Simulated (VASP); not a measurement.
# NaTiO3 (Pm-3m) in VASP: single point with LDA

Aim: the single point of NaTiO3 with LDA.

Program: VASP 6.6.1. These are calculated values, not measurements. Logs are shortened: lines on timing, memory, paths and dates and some standing lists are left out, and cuts for length are marked.

## (1) The cell of the first run

It takes space group Pm-3m (No. 221, cubic). The conventional cell has a = 3.811 Å, b = 3.811 Å, c = 3.811 Å, α = 90.00°, β = 90.00°, γ = 90.00°. Within 3.6 Å of Na (site symmetry m-3m) lie 12 O at 2.69 Å and 8 Ti at 3.30 Å. Within 2.5 Å of Ti (site symmetry m-3m) lie 6 O at 1.91 Å. O (site symmetry 4/mmm) has 2 Ti at 1.91 Å within 2.5 Å.

## (2) Single point, LDA, collinear spin, ferromagnetic start

INCAR reads:

```
SYSTEM = NaTiO3
PREC     = Accurate       ! precision mode
ENCUT    = 520            ! plane-wave cutoff, eV
EDIFF    = 1E-6           ! SCF threshold, eV
ISMEAR   = -1             ! smearing method
SIGMA    = 0.1            ! smearing width, eV
LREAL    = .FALSE.        ! projectors in reciprocal space
LASPH    = .TRUE.         ! aspherical terms in the spheres
NELM     = 150            ! most SCF steps
ALGO     = Normal         ! electronic algorithm
ISIF     = 2              ! what is computed and relaxed
LWAVE    = .FALSE.        ! write WAVECAR
LCHARG   = .TRUE.         ! write CHGCAR
ISPIN    = 2              ! spin polarisation
MAGMOM   = 0 0.5 0 0 0    ! initial moments
LORBIT   = 11             ! projections on sites
LMAXMIX  = 4              ! l up to which the mixer works
GGA      = CA             ! functional
LELF     = .TRUE.         ! ELF
LVHAR    = .TRUE.       
NBANDS   = 30             ! bands
```

KPOINTS reads:

```
Automatic mesh
0
G
  6 6 6
  0 0 0
```

POSCAR reads:

```
NaTiO3
1.0
    3.8108854126      0.0000000000      0.0000000000
    0.0000000000      3.8108854126      0.0000000000
    0.0000000000      0.0000000000      3.8108854126
Na Ti O
1 1 3
Direct
    0.0000000000      0.0000000000      0.0000000000
    0.5000000000      0.5000000000      0.5000000000
    0.5000000000      0.5000000000      0.0000000000
    0.0000000000      0.5000000000      0.5000000000
    0.5000000000      0.0000000000      0.5000000000
```

Potentials or basis: VASP PAW LDA potentials, release 64 (Na_pv, Ti_sv, O).

Launch:

```bash
$ cat potpaw_LDA.64/Na_pv/POTCAR potpaw_LDA.64/Ti_sv/POTCAR potpaw_LDA.64/O/POTCAR > POTCAR
$ mpirun -np 1 vasp_std > vasp.out
```

OUTCAR:

```text
SYSTEM = NaTiO3
   PREC = Accurate
   ENCUT = 520
   EDIFF = 1E-6
   ISMEAR = -1
   LREAL = .FALSE.
   LASPH = .TRUE.
   NELM = 150
   ISIF = 2
   ISPIN = 2
   LORBIT = 11
   GGA = CA

 ion  position               nearest neighbor table
   1  0.000  0.000  0.000-
   2  0.500  0.500  0.500-   3 1.91   4 1.91   5 1.91   3 1.91   5 1.91   4 1.91
   3  0.500  0.500  0.000-   2 1.91   2 1.91
   4  0.000  0.500  0.500-   2 1.91   2 1.91
   5  0.500  0.000  0.500-   2 1.91   2 1.91

  LATTYP: Found a simple cubic cell.
 ALAT       =     3.8108854126

  Lattice vectors:

 A1 = (   3.8108854126,   0.0000000000,   0.0000000000)
 A2 = (   0.0000000000,   3.8108854126,   0.0000000000)
 A3 = (   0.0000000000,   0.0000000000,   3.8108854126)

Analysis of symmetry for initial positions (statically):
=====================================================================
 Subroutine PRICEL returns:
 Original cell was already a primitive cell.

 Routine SETGRP: Setting up the symmetry group for a
 simple cubic supercell.

 Subroutine GETGRP returns: Found 48 space group operations
 (whereof 48 operations were pure point group operations)
 out of a pool of 48 trial point group operations.

The static configuration has the point symmetry O_h .

Analysis of symmetry for dynamics (positions and initial velocities):
=====================================================================
 Subroutine PRICEL returns:
 Original cell was already a primitive cell.

 Routine SETGRP: Setting up the symmetry group for a
 simple cubic supercell.

 Subroutine GETGRP returns: Found 48 space group operations
 (whereof 48 operations were pure point group operations)
 out of a pool of 48 trial point group operations.

The dynamic configuration has the point symmetry O_h .

Analysis of structural, dynamic, and magnetic symmetry:
=====================================================================
 Subroutine PRICEL returns:
 Original cell was already a primitive cell.

 Routine SETGRP: Setting up the symmetry group for a
 simple cubic supercell.

 Subroutine GETGRP returns: Found 48 space group operations
 (whereof 48 operations were pure point group operations)
 out of a pool of 48 trial point group operations.

The overall configuration has the point symmetry O_h .

 Subroutine INISYM returns: Found 48 space group operations
 (whereof 48 operations are pure point group operations),
 and found     1 'primitive' translations

----------------------------------------------------------------------------------------

                                     Primitive cell

  volume of cell :      55.3449

  direct lattice vectors                    reciprocal lattice vectors
     3.810885413  0.000000000  0.000000000     0.262406211  0.000000000  0.000000000
     0.000000000  3.810885413  0.000000000     0.000000000  0.262406211  0.000000000
     0.000000000  0.000000000  3.810885413     0.000000000  0.000000000  0.262406211

  length of vectors
     3.810885413  3.810885413  3.810885413     0.262406211  0.262406211  0.262406211

  position of ions in fractional coordinates (direct lattice)
     0.000000000  0.000000000  0.000000000
     0.500000000  0.500000000  0.500000000
     0.500000000  0.500000000  0.000000000
     0.000000000  0.500000000  0.500000000
     0.500000000  0.000000000  0.500000000

  ion indices of the primitive-cell ions
   primitive index   ion index
                 1           1
                 2           2
                 3           3
                 4           4
                 5           5

----------------------------------------------------------------------------------------

 KPOINTS: Automatic mesh

Automatic generation of k-mesh.
 Grid dimensions read from file:
 generate k-points for:    6    6    6

 Generating k-lattice:

  Cartesian coordinates                     Fractional coordinates (reciprocal lattice)
     0.043734368  0.000000000  0.000000000     0.166666667  0.000000000  0.000000000
     0.000000000  0.043734368  0.000000000     0.000000000  0.166666667  0.000000000
     0.000000000  0.000000000  0.043734368     0.000000000  0.000000000  0.166666667

  Length of vectors
     0.043734368  0.043734368  0.043734368

  Shift w.r.t. Gamma in fractional coordinates (k-lattice)
     0.000000000  0.000000000  0.000000000

 Subroutine IBZKPT returns following result:
 ===========================================

 Found     20 irreducible k-points:

 Following reciprocal coordinates:
            Coordinates               Weight
  0.000000  0.000000  0.000000      1.000000
  0.166667  0.000000  0.000000      6.000000
  0.333333  0.000000  0.000000      6.000000
  0.500000  0.000000  0.000000      3.000000
  0.166667  0.166667  0.000000     12.000000
  0.333333  0.166667  0.000000     24.000000
[... 12 lines left out ...]
  0.500000  0.500000  0.333333      6.000000
  0.500000  0.500000  0.500000      1.000000
   k-points           NKPTS =     20   k-points in BZ     NKDIM =     20   number of bands    NBANDS=     30
   number of dos      NEDOS =    301   number of ions     NIONS =      5
   total plane-waves  NPLWV =  21952
   dimension x,y,z NGX =    28 NGY =   28 NGZ =   28
   dimension x,y,z NGXF=    56 NGYF=   56 NGZF=   56
   ions per type =               1   1   3
   NGX,Y,Z   is equivalent  to a cutoff of  12.21, 12.21, 12.21 a.u.
   NGXF,Y,Z  is equivalent  to a cutoff of  24.43, 24.43, 24.43 a.u.
 SYSTEM =  NaTiO3
   PREC   = accura    normal or accurate (medium, high low for compatibility)
   ISTART =      0    job   : 0-new  1-cont  2-samecut
   ICHARG =      2    charge: 1-file 2-atom 10-const
   ISPIN  =      2    spin polarized calculation?
   LNONCOLLINEAR =      F non collinear calculations
   LSORBIT =      F    spin-orbit coupling
   LASPH  =      T    aspherical Exc in radial PAW
   ENCUT  =  520.0 eV  38.22 Ry    6.18 a.u.   7.09  7.09  7.09*2*pi/ulx,y,z
   NELM   =    150;   NELMIN=  2; NELMDL= -5     # of ELM steps
   EDIFF  = 0.1E-05   stopping-criterion for ELM
   LREAL  =      F    real-space projection
   EDIFFG = 0.1E-04   stopping-criterion for IOM
   NSW    =      0    number of steps for IOM
   IBRION =     -1    ionic relax: 0-MD 1-quasi-New 2-CG
   NFREE  =      0    steps in history (QN), initial steepest desc. (CG)
   ISIF   =      2    stress and relaxation
   ISYM   =      2    0-nonsym 1-usesym 2-fastsym
   POTIM  = 0.5000    time-step for ionic-motion
   TEBEG  =    0.0;   TEEND  =   0.0 temperature during run
   PSTRESS=    0.0 pullay stress
   NELECT =      37.0000    total number of electrons
   NUPDOWN=      -1.0000    fix difference up-down
   EMIN   =  10.00;   EMAX   =-10.00  energy-range for DOS
   EFERMI =   0.00;   METHOD = LEGACY
   ISMEAR =    -1;   SIGMA  =   0.10  broadening in eV -4-tet -1-fermi 0-gaus
   EFERMI_NEDOS =   21; number of points for ismear=-14 and -15
   IALGO  =     38    algorithm
   IMIX   =      4    mixing-type and parameters
     AMIX     =   0.40;   BMIX     =  1.00
     AMIX_MAG =   1.60;   BMIX_MAG =  1.00
  volume/ion in A,a.u.               =      11.07        74.70
  Fermi-wavevector in a.u.,A,eV,Ry     =   1.431472  2.705090 27.879861  2.049112
  Thomas-Fermi vector in A             =   2.551205
   LORBIT       =     11    0 simple, 1 ext, 2 COOP (PROOUT), +10 PAW based schemes
   GGA     = CA    functional components
   LHFCALC =     F    Hartree Fock is set to
   AEXX    =    0.0000 exact exchange contribution
   IVDW    =     0    specifies the selected vdW correction
   LEPSILON=     F    determine dielectric tensor
   LRPA    =     F    only Hartree local field effects (RPA)
 spin polarized calculation
  energy-cutoff  :      520.00
  volume of cell :       55.34
 maximum number of plane-waves:      1503
   NGX = 15   NGY = 15   NGZ = 15

 number of electron      36.9999984 magnetization      -0.0512780

 number of electron      36.9999991 magnetization       0.0066416

 Free energy of the ion-electron system (eV)
  ---------------------------------------------------
  ext. energy  EPLUGINS =         0.00000000
  ---------------------------------------------------
  free energy    TOTEN  =       -38.68111993 eV

  energy without entropy =      -38.58835338  energy(sigma->0) =      -38.63473666

 E-fermi :   2.3146     XC(G=0): -11.2227

 val. band max:        2.3101608008   @ k =   0.3333   0.3333   0.1667
 cond. band min:       2.3514465217   @ k =   0.5000   0.3333   0.3333
 fundamental gap:      0.0412857209
 Fermi energy:         2.3145983640

 spin component 1

 k-point     1 :       0.0000    0.0000    0.0000
  band No.  band energies     occupation
      1     -52.7627      1.00000
      2     -29.4530      1.00000
      3     -29.4530      1.00000
      4     -29.4530      1.00000
      5     -18.8257      1.00000
      6     -18.8257      1.00000
[... 649 lines left out ...]
     29      15.5371      0.00000
     30      15.5371      0.00000
 Fermi energy:         2.3145983640

 spin component 2

 k-point     1 :       0.0000    0.0000    0.0000
  band No.  band energies     occupation
      1     -52.7632      1.00000
      2     -29.4535      1.00000
      3     -29.4535      1.00000
      4     -29.4535      1.00000
      5     -18.8257      1.00000
      6     -18.8257      1.00000
[... 649 lines left out ...]
     29      15.5388      0.00000
     30      15.5388      0.00000

------------------------ aborting loop because EDIFF is reached ----------------------------------------

  FORCE on cell =-STRESS in cart. coord.  units (eV):
  Direction    XX          YY          ZZ          XY          YZ          ZX
  --------------------------------------------------------------------------------------
  -------------------------------------------------------------------------------------
  Total        0.2507422      0.2507422      0.2507422      0.0000000      0.0000000      0.0000000
  in kB        7.2587239      7.2587239      7.2587239      0.0000000      0.0000000      0.0000000
  external PRESSURE =       7.2587239 kB  Pullay stress =       0.0000000 kB

 VOLUME and BASIS-vectors are now :
 -----------------------------------------------------------------------------
  energy-cutoff  :      520.00
  volume of cell :       55.34
      direct lattice vectors                 reciprocal lattice vectors
     3.810885413  0.000000000  0.000000000     0.262406211  0.000000000  0.000000000
     0.000000000  3.810885413  0.000000000     0.000000000  0.262406211  0.000000000
     0.000000000  0.000000000  3.810885413     0.000000000  0.000000000  0.262406211

 POSITION                                       TOTAL-FORCE (eV/Angst)
 -----------------------------------------------------------------------------------
      0.00000      0.00000      0.00000         0.000000      0.000000      0.000000
      1.90544      1.90544      1.90544         0.000000      0.000000      0.000000
      1.90544      1.90544      0.00000         0.000000      0.000000      0.000000
      0.00000      1.90544      1.90544         0.000000      0.000000      0.000000
      1.90544      0.00000      1.90544         0.000000      0.000000      0.000000
 -----------------------------------------------------------------------------------
    total drift:                                0.000000      0.000000      0.000000

  FREE ENERGIE OF THE ION-ELECTRON SYSTEM (eV)
  ---------------------------------------------------
  free  energy   TOTEN  =       -38.6811199300 eV

  energy  without entropy=      -38.5883533818  energy(sigma->0) =      -38.63473666

 total charge

# of ion       s       p       d       tot
------------------------------------------
    1        0.037   5.976   0.000   6.013
    2        2.254   6.377   1.853  10.484
    3        1.571   3.400   0.000   4.971
    4        1.571   3.400   0.000   4.971
    5        1.571   3.400   0.000   4.971
--------------------------------------------------
tot          7.003  22.553   1.853  31.409

 magnetization (x)

# of ion       s       p       d       tot
------------------------------------------
    1       -0.000  -0.000   0.000  -0.000
    2       -0.000  -0.000  -0.001  -0.001
    3        0.000   0.002   0.000   0.002
    4        0.000   0.002   0.000   0.002
    5        0.000   0.002   0.000   0.002
--------------------------------------------------
tot          0.000   0.006  -0.001   0.005
```

It took 55 s on 1 thread of Intel Xeon Platinum 8259CL at 2.50GHz (Skylake/Cascade Lake), shared host; peak memory 0.18 GiB.

What came out:

```yaml
Free_energy: -38.6811 eV
Pressure: 0.7 GPa
Net_moment: 0.01 μB per cell
Valence_electrons_inside_the_program's_atomic_spheres: Na 6.01; Ti 10.48; O 4.97
```

Caveat: semilocal functionals often make such compounds metallic where correlation or magnetic order opens a gap, which also shifts bond lengths.
